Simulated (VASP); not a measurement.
Set up this calculation in VASP 6.6.1, as the native input.

- Task: single point
- Functional: LDA
- Potentials or basis: VASP PAW LDA potentials, release 64 (Ta_pv)
- Cutoff: 500 eV
- k mesh: 6 × 6 × 4
- Occupations: gaussian, width 0.1 eV
- Spin: no spin polarisation
- Dipole correction: no
- Further INCAR settings: ALGO = Normal; EDIFF = 1e-06; NBANDS = 18

The structure of Ta lies in POSCAR:

```
Ta
1.0
    2.9003720726      0.0000000000      0.0000000000
   -1.4501860363      2.5117958953      0.0000000000
    0.0000000000      0.0000000000      5.1662740000
Ta
2
Direct
    0.6666666700      0.3333333300      0.7500000000
    0.3333333300      0.6666666700      0.2500000000
```

This isn't the form of Ta at room conditions, which is bcc.

These files were run (other wordings do the same):

INCAR

```
ALGO = Normal
EDIFF = 1E-6
ENCUT = 500
GGA_COMPAT = F
ISIF = 2
ISMEAR = 0
LASPH = T
LCHARG = F
LREAL = F
LWAVE = F
NBANDS = 18
NELM = 120
PREC = Accurate
SIGMA = 0.1
```

KPOINTS

```
k-points
0
Gamma
  6 6 4
```

Potentials or basis: VASP PAW LDA potentials, release 64 (Ta_pv).

Command:

```sh
$ cat potpaw_LDA.64/Ta_pv/POTCAR > POTCAR
$ mpirun -np 1 vasp_std > vasp.out
```

Results of the run:

```json
{"Pressure": "-12.0 GPa", "Band gap on the k mesh": "zero (bands 11 and 12 overlap by 2.31 eV)"}
```

Caveat: the k points lie up to 0.42 Å⁻¹ apart, too coarse for converged energies and pressures of a metal; spin-orbit coupling is left out, which moves the levels of the heavy elements.

It took 25 s on 1 thread of AMD EPYC 7R43 64-Core Processor (Zen 3), with other jobs on the host, peak memory 0.11 GiB.
